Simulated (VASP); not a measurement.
## La: relaxation of cell and atoms with PBEsol

Crystal: La.

```
CELL_PARAMETERS angstrom
3.11197 0.00000 0.00000
-1.55598 2.69504 0.00000
0.00000 0.00000 2.92525
ATOMIC_POSITIONS crystal
La 0.00000 0.00000 0.00000
```

```yaml
Program: VASP 6.6.1
Task: relaxation of cell and atoms
Functional: PBEsol
Potentials_or_basis: VASP PAW PBE potentials, release 64 (La)
Cutoff: 600 eV
k_mesh: 14 × 14 × 13
Occupations: fermi-dirac, width 0.08 eV
Spin: no spin polarisation
Target_pressure: 17 GPa
Dipole_correction: no
Further_INCAR_settings: ALGO = Normal; EDIFF = 1e-07; IBRION = 2; EDIFFG = -0.005; NSW = 60; ISIF = 3
```

```yaml
Relaxed_volume: 23.88 Å³/atom
Relaxed_cell: a = 3.110 Å, b = 3.110 Å, c = 2.851 Å, α = 90.00°, β = 90.00°, γ = 120.00°
Space_group_after_relaxing_to_0.05_Å: P6/mmm (No. 191)
Energy_change_on_relaxing_the_enthalpy_is_what_falls: +58.7 meV/atom
Ionic_steps: 8
Pressure_after_relaxing: 17.0 GPa
```

Step by step:
```csv
step,energy change (eV),largest force (eV/Å),pressure (GPa),volume (Å³)
1,0.0000,0.0000,14.78,24.53
2,0.1196,0.0000,19.17,23.34
3,0.0755,0.0000,17.51,23.73
4,0.0595,0.0000,17.06,23.88
5,0.0638,0.0000,17.19,23.83
6,0.0636,0.0000,17.18,23.84
7,0.0551,0.0000,16.87,23.92
8,0.0587,0.0000,17.01,23.88
```

Final structure:
```
La
1.0
     3.11028    0.00000    0.00000
    -1.55514    2.69358    0.00000
     0.00000    0.00000    2.85075
La
1
Direct
  0.00000 0.00000 0.00000
```

Levels at points of the mesh, in eV from the Fermi level:
| k point | band 4 | band 5 | band 6 | band 7 | band 8 | band 9 |
| --- | --- | --- | --- | --- | --- | --- |
| (0.00, 0.00, 0.00) | -13.88 | -2.21 | -1.73 | 1.37 | 1.77 | 1.77 |
| (0.50, 0.00, 0.00) | -13.22 | -2.86 | 0.43 | 1.56 | 2.51 | 3.10 |

Run time: 2.7 min on 1 thread of Intel(R) Xeon(R) 6975P-C (Granite Rapids), with other jobs on the host, peak memory 0.22 GiB.

Caveat: the cell is relaxed towards a set pressure, so the enthalpy falls and the energy may rise; the PAW data sets were made with another functional, which shifts forces and pressure a little; spin-orbit coupling is left out, which moves the levels of the heavy elements.
